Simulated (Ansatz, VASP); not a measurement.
# One calculation of ZnO, two programs

INCAR

```
SYSTEM = ZnO
  PREC = Accurate
  ENCUT = 520
  EDIFF = 1E-7
  ISMEAR = 0
  SIGMA = 0.014
  LREAL = .FALSE.
  LASPH = .TRUE.
  NELM = 80
  ALGO = Normal
  ISIF = 2
  LWAVE = .FALSE.
  LCHARG = .FALSE.
  GGA = PE
  NBANDS = 26
```

The input KPOINTS:

```
Automatic mesh
0
G
  9 9 5
  0 0 0
```

POSCAR

```
ZnO
1.0
    3.2493080000      0.0000000000      0.0000000000
   -1.6246540000      2.8139832727      0.0000000000
    0.0000000000      0.0000000000      5.2057090000
Zn O
2 2
Direct
    0.6666666667      0.3333333333      0.0000000000
    0.3333333333      0.6666666667      0.5000000000
    0.3333333333      0.6666666667      0.8790100000
    0.6666666667      0.3333333333      0.3790100000
```

File input.yaml:

```yaml
crystal:
  lattice:
    - [3.249308, 0.0, 0.0]
    - [-1.624654, 2.8139832727, 0.0]
    - [0.0, 0.0, 5.205709]
  atoms:
    - { symbol: Zn, position: [0.6666666667, 0.3333333333, 0.0] }
    - { symbol: Zn, position: [0.3333333333, 0.6666666667, 0.5] }
    - { symbol: O, position: [0.3333333333, 0.6666666667, 0.87901] }
    - { symbol: O, position: [0.6666666667, 0.3333333333, 0.37901] }
hamiltonian:
  xc: pbe
  pseudopotentials: { kind: paw }
kpoints:
  mp_grid: { grid: [9, 9, 5] }
scf:
  occupations: { method: gaussian, width: 0.014 }
output:
  forces: true
  stress: true
  eigenvalues: true
  write_density: true
  write_potential: true
  elf: true
  volumetric_format: npy
```

Alike in both runs: task single point; functional PBE; k mesh 9 × 9 × 5; occupations gaussian, width 0.014 eV; no spin polarisation.

```csv
,VASP,Ansatz
version,VASP 6.6.1,Ansatz 0.2.0
potentials or method,"VASP PAW PBE potentials, release 64 (Zn, O)",Ansatz PAW
plane-wave cutoff (eV),520,420
valence electrons in the cell,36,36
```

Ansatz gave:

* gap on the k mesh at the Fermi level (eV): 0.80
* least direct gap on the mesh (eV): 0.80
* pressure (GPa): 4.9
* traceless stress, the component that is largest in VASP (GPa): 1.14
* rms of the force components (eV/Å): 0.040

Problem. What did VASP give for the same quantities?

Solution. gap on the k mesh at the Fermi level (eV): 0.79; least direct gap on the mesh (eV): 0.79; pressure (GPa): 6.0; traceless stress, the component that is largest in VASP (GPa): 1.17; rms of the force components (eV/Å): 0.043.

Atom by atom the forces differ by 0.002 eV/Å (rms over components).

Noted on Ansatz's run: odd divisions of the mesh miss points on the zone boundary, where band edges often lie, so the gap on the mesh can be too wide.
